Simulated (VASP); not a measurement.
Wanted: the native input for a VASP 6.6.1 run.

```yaml
Task: single point
Functional: PBEsol
Potentials_or_basis: VASP PAW PBE potentials, release 64 (Ru_pv)
Cutoff: 520 eV
k_mesh: 18 × 18 × 10
Occupations: gaussian, width 0.15 eV
Spin: no spin polarisation
Dipole_correction: no
Further_INCAR_settings: ALGO = Normal; EDIFF = 1e-07; NBANDS = 21
```

The structure of Ru lies in POSCAR:

```
Ru
1.0
    2.5767000000      0.0000000000      0.0000000000
   -1.2883500000      2.2314876579      0.0000000000
    0.0000000000      0.0000000000      4.4565000000
Ru
2
Direct
    0.3333333333      0.6666666667      0.2500000000
    0.6666666667      0.3333333333      0.7500000000
```

The input as run:

INCAR

```
SYSTEM = Ru
ALGO = Normal
EDIFF = 1E-7
ENCUT = 520
GGA = PS
ISIF = 2
ISMEAR = 0
LASPH = .True.
LCHARG = .True.
LELF = .True.
LREAL = .False.
LVHAR = .True.
LWAVE = .False.
NBANDS = 21
NELM = 100
PREC = Accurate
SIGMA = 0.15
```

KPOINTS

```
k-points
0
Gamma
  18 18 10
  0 0 0
```

Potentials or basis: VASP PAW PBE potentials, release 64 (Ru_pv).

Command:

```console
$ cat potpaw_PBE.64/Ru_pv/POTCAR > POTCAR
$ mpirun -np 1 vasp_std > vasp.out
```

Results of the run:

* Pressure: 17.2 GPa
* Band gap on the k mesh: zero (band 14 reaches 15.53 eV, above the bottom of band 15 at 12.34 eV)

Caveat: the PAW data sets were made with another functional, which shifts forces and pressure a little.

It took 41 s on 1 thread of Intel(R) Xeon(R) 6975P-C (Granite Rapids), on a shared host, peak memory 0.21 GiB.
